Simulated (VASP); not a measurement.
# TaN (P-6m2) in VASP: further runs

The runs below take TaN through electric field gradients, with PBE.

Everything below comes from runs of VASP 6.6.1. Logs are shortened: lines on timing, memory, paths and dates and some standing lists are left out, and cuts for length are marked.

### 1 The cell of the first run

Symmetry: P-6m2, No. 187, hexagonal system. Conventional cell: a = 2.898 Å, b = 2.898 Å, c = 2.844 Å, α = 90.00°, β = 90.00°, γ = 120.00°. Within 2.9 Å of Ta (site symmetry -6m2) lie 6 N at 2.20 Å and 8 Ta at 2.84 to 2.90 Å. Within 2.9 Å of N (site symmetry -6m2) lie 6 Ta at 2.20 Å and 8 N at 2.84 to 2.90 Å.

### 2 Electric field gradients, PBE (volume scaled by 0.96)

The input, INCAR:

```
SYSTEM = TaN
PREC = Accurate
ENCUT = 520
EDIFF = 1E-8
ISMEAR = -1
SIGMA = 0.02
LREAL = .FALSE.
LASPH = .TRUE.
NELM = 80
ALGO = Normal
ISIF = 2
LWAVE = .FALSE.
LCHARG = .FALSE.
GGA = PE
LEFG = .TRUE.
NBANDS = 15
```

The input, KPOINTS:

```
Automatic mesh
0
G
  12 12 10
  0 0 0
```

The input, POSCAR:

```
TaN
1.0
    2.8982913036      0.0000000000      0.0000000000
   -1.4491456518      2.5099938965      0.0000000000
    0.0000000000      0.0000000000      2.8440357641
Ta N
1 1
Direct
    0.3333333333      0.6666666667      0.5000000000
    0.0000000000      0.0000000000      0.0000000000
```

Potentials or basis: VASP PAW PBE potentials, release 64 (Ta_pv, N).

On the command line:

```
cat potpaw_PBE.64/Ta_pv/POTCAR potpaw_PBE.64/N/POTCAR > POTCAR
mpirun -np 1 vasp_std > vasp.out
```

OUTCAR:

```text
SYSTEM = TaN
   PREC = Accurate
   ENCUT = 520
   EDIFF = 1E-8
   ISMEAR = -1
   LREAL = .FALSE.
   LASPH = .TRUE.
   NELM = 80
   ISIF = 2
   GGA = PE

 ion  position               nearest neighbor table
   1  0.333  0.667  0.500-   2 2.20   2 2.20   2 2.20   2 2.20   2 2.20   2 2.20
   2  0.000  0.000  0.000-   1 2.20   1 2.20   1 2.20   1 2.20   1 2.20   1 2.20

  LATTYP: Found a hexagonal cell.
 ALAT       =     2.8982913036
 C/A-ratio  =     0.9812801634

  Lattice vectors:

 A1 = (   2.8982913036,   0.0000000000,   0.0000000000)
 A2 = (  -1.4491456518,   2.5099938965,   0.0000000000)
 A3 = (   0.0000000000,   0.0000000000,   2.8440357641)

Analysis of symmetry for initial positions (statically):
=====================================================================
 Subroutine PRICEL returns:
 Original cell was already a primitive cell.

 Routine SETGRP: Setting up the symmetry group for a
 hexagonal supercell.

 Subroutine GETGRP returns: Found 12 space group operations
 (whereof 12 operations were pure point group operations)
 out of a pool of 24 trial point group operations.

The static configuration has the point symmetry D_3h.

Analysis of symmetry for dynamics (positions and initial velocities):
=====================================================================
 Subroutine PRICEL returns:
 Original cell was already a primitive cell.

 Routine SETGRP: Setting up the symmetry group for a
 hexagonal supercell.

 Subroutine GETGRP returns: Found 12 space group operations
 (whereof 12 operations were pure point group operations)
 out of a pool of 24 trial point group operations.

The dynamic configuration has the point symmetry D_3h.

 Subroutine INISYM returns: Found 12 space group operations
 (whereof 12 operations are pure point group operations),
 and found     1 'primitive' translations

----------------------------------------------------------------------------------------

                                     Primitive cell

  volume of cell :      20.6895

  direct lattice vectors                    reciprocal lattice vectors
     2.898291304  0.000000000  0.000000000     0.345030880  0.199203672  0.000000000
    -1.449145652  2.509993897  0.000000000     0.000000000  0.398407343  0.000000000
     0.000000000  0.000000000  2.844035764     0.000000000  0.000000000  0.351613019

  length of vectors
     2.898291304  2.898291304  2.844035764     0.398407343  0.398407343  0.351613019

  position of ions in fractional coordinates (direct lattice)
     0.333333333  0.666666667  0.500000000
     0.000000000  0.000000000  0.000000000

  ion indices of the primitive-cell ions
   primitive index   ion index
                 1           1
                 2           2

----------------------------------------------------------------------------------------

 KPOINTS: Automatic mesh

Automatic generation of k-mesh.
 Grid dimensions read from file:
 generate k-points for:   12   12   10

 Generating k-lattice:

  Cartesian coordinates                     Fractional coordinates (reciprocal lattice)
     0.028752573  0.016600306  0.000000000     0.083333333 -0.000000000  0.000000000
     0.000000000  0.033200612  0.000000000     0.000000000  0.083333333  0.000000000
     0.000000000  0.000000000  0.035161302     0.000000000  0.000000000  0.100000000

  Length of vectors
     0.033200612  0.033200612  0.035161302

  Shift w.r.t. Gamma in fractional coordinates (k-lattice)
     0.000000000  0.000000000  0.000000000

 Subroutine IBZKPT returns following result:
 ===========================================

 Found    114 irreducible k-points:

 Following reciprocal coordinates:
            Coordinates               Weight
  0.000000  0.000000  0.000000      1.000000
  0.083333 -0.000000  0.000000      6.000000
  0.166667  0.000000  0.000000      6.000000
  0.250000  0.000000  0.000000      6.000000
  0.333333  0.000000  0.000000      6.000000
  0.416667  0.000000  0.000000      6.000000
[... 16 lines left out ...]
  0.250000  0.000000  0.100000     12.000000
  0.333333  0.000000  0.100000     12.000000
 [... further k-points ...]
   k-points           NKPTS =    114   k-points in BZ     NKDIM =    114   number of bands    NBANDS=     15
   number of dos      NEDOS =    301   number of ions     NIONS =      2
   total plane-waves  NPLWV =  13824
   dimension x,y,z NGX =    24 NGY =   24 NGZ =   24
   dimension x,y,z NGXF=    48 NGYF=   48 NGZF=   48
   ions per type =               1   1
   NGX,Y,Z   is equivalent  to a cutoff of  13.77, 13.77, 14.03 a.u.
   NGXF,Y,Z  is equivalent  to a cutoff of  27.53, 27.53, 28.06 a.u.
 SYSTEM =  TaN
   PREC   = accura    normal or accurate (medium, high low for compatibility)
   ISTART =      0    job   : 0-new  1-cont  2-samecut
   ICHARG =      2    charge: 1-file 2-atom 10-const
   ISPIN  =      1    spin polarized calculation?
   LNONCOLLINEAR =      F non collinear calculations
   LSORBIT =      F    spin-orbit coupling
   LASPH  =      T    aspherical Exc in radial PAW
   ENCUT  =  520.0 eV  38.22 Ry    6.18 a.u.   5.39  5.39  5.29*2*pi/ulx,y,z
   NELM   =     80;   NELMIN=  2; NELMDL= -5     # of ELM steps
   EDIFF  = 0.1E-07   stopping-criterion for ELM
   LREAL  =      F    real-space projection
   EDIFFG = 0.1E-06   stopping-criterion for IOM
   NSW    =      0    number of steps for IOM
   IBRION =     -1    ionic relax: 0-MD 1-quasi-New 2-CG
   NFREE  =      0    steps in history (QN), initial steepest desc. (CG)
   ISIF   =      2    stress and relaxation
   ISYM   =      2    0-nonsym 1-usesym 2-fastsym
   POTIM  = 0.5000    time-step for ionic-motion
   TEBEG  =    0.0;   TEEND  =   0.0 temperature during run
   PSTRESS=    0.0 pullay stress
   NELECT =      16.0000    total number of electrons
   NUPDOWN=      -1.0000    fix difference up-down
   EMIN   =  10.00;   EMAX   =-10.00  energy-range for DOS
   EFERMI =   0.00;   METHOD = LEGACY
   ISMEAR =    -1;   SIGMA  =   0.02  broadening in eV -4-tet -1-fermi 0-gaus
   EFERMI_NEDOS =   21; number of points for ismear=-14 and -15
   IALGO  =     38    algorithm
   IMIX   =      4    mixing-type and parameters
     AMIX     =   0.40;   BMIX     =  1.00
     AMIX_MAG =   1.60;   BMIX_MAG =  1.00
  volume/ion in A,a.u.               =      10.34        69.81
  Fermi-wavevector in a.u.,A,eV,Ry     =   1.502674  2.839643 30.722371  2.258031
  Thomas-Fermi vector in A             =   2.613884
   LORBIT       =      0    0 simple, 1 ext, 2 COOP (PROOUT), +10 PAW based schemes
   GGA     = PE    functional components
   LHFCALC =     F    Hartree Fock is set to
   AEXX    =    0.0000 exact exchange contribution
   IVDW    =     0    specifies the selected vdW correction
   LEPSILON=     F    determine dielectric tensor
   LRPA    =     F    only Hartree local field effects (RPA)
 non-spin polarized calculation
  energy-cutoff  :      520.00
  volume of cell :       20.69
 maximum number of plane-waves:       580
 NGX is ok and might be reduce to    24
   NGX = 11   NGY = 11   NGZ = 11

 number of electron      15.9999999 magnetization

 Free energy of the ion-electron system (eV)
  ---------------------------------------------------
  ext. energy  EPLUGINS =         0.00000000
  ---------------------------------------------------
  free energy    TOTEN  =       -22.36898739 eV

  energy without entropy =      -22.36889986  energy(sigma->0) =      -22.36894362

 E-fermi :   8.7966     XC(G=0): -13.5718

 val. band max:        8.6832733636   @ k =   0.0000   0.0000   0.4000
 cond. band min:       8.8159218474   @ k =   0.3333   0.3333   0.0000
 fundamental gap:      0.1326484838
 Fermi energy:         8.7966186424

 k-point     1 :       0.0000    0.0000    0.0000
  band No.  band energies     occupation
      1     -26.0403      2.00000
      2     -25.7544      2.00000
      3     -25.7544      2.00000
      4      -9.4083      2.00000
      5       3.9388      2.00000
      6       3.9388      2.00000
      7       4.2871      2.00000
      8       5.7111      2.00000
      9      11.2080      0.00000
     10      12.4659      0.00000
     11      12.4659      0.00000
     12      12.9326      0.00000
     13      12.9326      0.00000
     14      22.0506      0.00000
[... 401 lines left out ...]
      2     -26.0123      2.00000
      3     -25.9457      2.00000
      4      -7.5496      2.00000
      5       0.8990      2.00000
      6       3.4875      2.00000
      7       4.9120      2.00000
      8       5.8698      2.00000
      9      11.4857      0.00000
     10      11.8371      0.00000
     11      13.5247      0.00000
     12      13.9864      0.00000
     13      16.2062      0.00000
     14      22.1461      0.00000
     15      22.3490      0.00000

 [... further k-points ...]

------------------------ aborting loop because EDIFF is reached ----------------------------------------

  FORCE on cell =-STRESS in cart. coord.  units (eV):
  Direction    XX          YY          ZZ          XY          YZ          ZX
  --------------------------------------------------------------------------------------
  -------------------------------------------------------------------------------------
  Total        2.6470116      2.6470116      3.0510280      0.0000000      0.0000000      0.0000000
  in kB      204.9824477    204.9824477    236.2691503      0.0000000      0.0000000      0.0000000
  external PRESSURE =     215.4113486 kB  Pullay stress =       0.0000000 kB

 VOLUME and BASIS-vectors are now :
 -----------------------------------------------------------------------------
  energy-cutoff  :      520.00
  volume of cell :       20.69
      direct lattice vectors                 reciprocal lattice vectors
     2.898291304  0.000000000  0.000000000     0.345030880  0.199203672  0.000000000
    -1.449145652  2.509993897  0.000000000     0.000000000  0.398407343  0.000000000
     0.000000000  0.000000000  2.844035764     0.000000000  0.000000000  0.351613019

 POSITION                                       TOTAL-FORCE (eV/Angst)
 -----------------------------------------------------------------------------------
     -0.00000      1.67333      1.42202        -0.000000      0.000000      0.000000
      0.00000      0.00000      0.00000         0.000000      0.000000      0.000000
 -----------------------------------------------------------------------------------
    total drift:                                0.000000     -0.000000     -0.000000

  FREE ENERGIE OF THE ION-ELECTRON SYSTEM (eV)
  ---------------------------------------------------
  free  energy   TOTEN  =       -22.3689873884 eV

  energy  without entropy=      -22.3688998607  energy(sigma->0) =      -22.36894362

 Electric field gradients (V/A^2)
---------------------------------------------------------------------
 ion       V_xx      V_yy      V_zz      V_xy      V_xz      V_yz
---------------------------------------------------------------------
   1      -7.109    -7.108    14.217     0.000     0.000    -0.000
   2      -0.001     0.000     0.000     0.001    -0.000    -0.000
---------------------------------------------------------------------

 Electric field gradients after diagonalization (V/A^2)
 (convention: |V_zz| > |V_xx| > |V_yy|)
----------------------------------------------------------------------
 ion       V_xx      V_yy      V_zz     asymmetry (V_yy - V_xx)/ V_zz
----------------------------------------------------------------------
   1      -7.109    -7.108    14.217       0.000
   2       0.001     0.000    -0.001       0.377
----------------------------------------------------------------------

           NMR quadrupolar parameters

 Cq : quadrupolar parameter    Cq=e*Q*V_zz/h
 eta: asymmetry parameters     (V_yy - V_xx)/ V_zz
 Q  : nuclear electric quadrupole moment in mb (millibarn)
----------------------------------------------------------------------
 ion       Cq(MHz)       eta       Q (mb)
----------------------------------------------------------------------
   1       0.034       0.000       1.000
   2      -0.000       0.377       1.000
----------------------------------------------------------------------
```

Wall time 47 s (1 thread of Intel Xeon 8259CL, shared host); peak memory 0.17 GiB.

What came out:

```yaml
Free_energy: -22.3690 eV
Pressure: 21.5 GPa
Band_gap_on_the_k_mesh: zero (band 8 reaches 9.12 eV, above the bottom of band 9 at 8.59 eV)
```

Electric field gradients, principal values (V/Å²):
```
atom   least  middle  greatest (by size)
1 Ta  -7.108  -7.109              14.217
 2 N   0.000  -0.001               0.001
```

Caveat: without QUAD_EFG the Cq values of the log hold for a quadrupole moment of 1 mb, not for the nuclei; spin-orbit coupling is left out, which moves the levels of the heavy elements.

### 3 Electric field gradients, PBE (volume scaled by 0.98)

The input, INCAR:

```
SYSTEM = TaN
PREC = Accurate ; ENCUT = 520
EDIFF = 1E-8 ; ISMEAR = -1
SIGMA = 0.02 ; LREAL = .False.
LASPH = .True. ; NELM = 100
ALGO = Normal ; ISIF = 2
LWAVE = .False. ; LCHARG = .False.
GGA = PE ; LEFG = .True.
NBANDS = 15
```

The input, KPOINTS:

```
Automatic mesh
0
Gamma
  12 12 10
  0 0 0
```

The input, POSCAR:

```
TaN
1.0
    2.9182801511      0.0000000000      0.0000000000
   -1.4591400756      2.5273047463      0.0000000000
    0.0000000000      0.0000000000      2.8636504237
Ta N
1 1
Direct
    0.3333333333      0.6666666667      0.5000000000
    0.0000000000      0.0000000000      0.0000000000
```

Potentials or basis: VASP PAW PBE potentials, release 64 (Ta_pv, N).

On the command line:

```
cat potpaw_PBE.64/Ta_pv/POTCAR potpaw_PBE.64/N/POTCAR > POTCAR
mpirun -np 1 vasp_std > vasp.out
```

OUTCAR:

```text
SYSTEM = TaN
   PREC = Accurate
   ENCUT = 520
   EDIFF = 1E-8
   ISMEAR = -1
   LREAL = .False.
   LASPH = .True.
   NELM = 100
   ISIF = 2
   GGA = PE

 ion  position               nearest neighbor table
   1  0.333  0.667  0.500-   2 2.21   2 2.21   2 2.21   2 2.21   2 2.21   2 2.21
   2  0.000  0.000  0.000-   1 2.21   1 2.21   1 2.21   1 2.21   1 2.21   1 2.21

  LATTYP: Found a hexagonal cell.
 ALAT       =     2.9182801511
 C/A-ratio  =     0.9812801635

  Lattice vectors:

 A1 = (   2.9182801511,   0.0000000000,   0.0000000000)
 A2 = (  -1.4591400756,   2.5273047463,   0.0000000000)
[... 645 lines left out ...]
  free  energy   TOTEN  =       -22.4156592094 eV

  energy  without entropy=      -22.4155712874  energy(sigma->0) =      -22.41561525

 Electric field gradients (V/A^2)
---------------------------------------------------------------------
 ion       V_xx      V_yy      V_zz      V_xy      V_xz      V_yz
---------------------------------------------------------------------
   1      -8.581    -8.581    17.162     0.000     0.000    -0.000
   2      -0.163    -0.162     0.325     0.001     0.000    -0.000
---------------------------------------------------------------------

 Electric field gradients after diagonalization (V/A^2)
 (convention: |V_zz| > |V_xx| > |V_yy|)
----------------------------------------------------------------------
 ion       V_xx      V_yy      V_zz     asymmetry (V_yy - V_xx)/ V_zz
----------------------------------------------------------------------
   1      -8.581    -8.581    17.162       0.000
   2      -0.163    -0.161     0.325       0.006
----------------------------------------------------------------------

           NMR quadrupolar parameters

 Cq : quadrupolar parameter    Cq=e*Q*V_zz/h
 eta: asymmetry parameters     (V_yy - V_xx)/ V_zz
 Q  : nuclear electric quadrupole moment in mb (millibarn)
----------------------------------------------------------------------
 ion       Cq(MHz)       eta       Q (mb)
----------------------------------------------------------------------
   1       0.041       0.000       1.000
   2       0.001       0.006       1.000
----------------------------------------------------------------------
```

OSZICAR:

```text
N       E                     dE             d eps       ncg     rms          rms(c)
DAV:   1     0.911754394596E+02    0.91175E+02   -0.87987E+03  3420   0.114E+03
DAV:   2    -0.221246565232E+02   -0.11330E+03   -0.10666E+03  4141   0.306E+02
DAV:   3    -0.249250231209E+02   -0.28004E+01   -0.27881E+01  3980   0.449E+01
DAV:   4    -0.249363069761E+02   -0.11284E-01   -0.11281E-01  4386   0.310E+00
DAV:   5    -0.249363755029E+02   -0.68527E-04   -0.68526E-04  4050   0.225E-01    0.245E+01
DAV:   6    -0.224832040647E+02    0.24532E+01   -0.39867E+00  4442   0.237E+01    0.104E+01
DAV:   7    -0.224429469923E+02    0.40257E-01   -0.63165E-01  3686   0.614E+00    0.723E+00
DAV:   8    -0.224248318615E+02    0.18115E-01   -0.14514E-01  4253   0.326E+00    0.175E+00
DAV:   9    -0.224156500979E+02    0.91818E-02   -0.17728E-02  3777   0.112E+00    0.169E-01
DAV:  10    -0.224157413887E+02   -0.91291E-04   -0.13281E-03  4267   0.407E-01    0.922E-02
DAV:  11    -0.224156594507E+02    0.81938E-04   -0.10668E-04  4001   0.110E-01    0.124E-02
DAV:  12    -0.224156593939E+02    0.56827E-07   -0.14078E-05  3854   0.341E-02    0.460E-03
DAV:  13    -0.224156593405E+02    0.53386E-07   -0.94642E-08  4162   0.303E-03    0.321E-03
DAV:  14    -0.224156592128E+02    0.12763E-06   -0.25136E-08  4155   0.150E-03    0.374E-04
DAV:  15    -0.224156592094E+02    0.34390E-08   -0.10995E-09  1759   0.333E-04
   1 F= -.22415659E+02 E0= -.22415615E+02  d E =-.879220E-04
```

Wall time 47 s (1 thread of Intel Xeon 8259CL, shared host); peak memory 0.17 GiB.

Results:

- Free energy: -22.4157 eV
- Pressure: 13.0 GPa
- Band gap on the k mesh: zero (band 8 reaches 8.89 eV, above the bottom of band 9 at 8.38 eV)

Electric field gradients, principal values (V/Å²):
```tsv
atom	least	middle	greatest (by size)
1 Ta	-8.581	-8.581	17.162
2 N	-0.161	-0.163	0.325
```

Caveat: without QUAD_EFG the Cq values of the log hold for a quadrupole moment of 1 mb, not for the nuclei; spin-orbit coupling is left out, which moves the levels of the heavy elements.
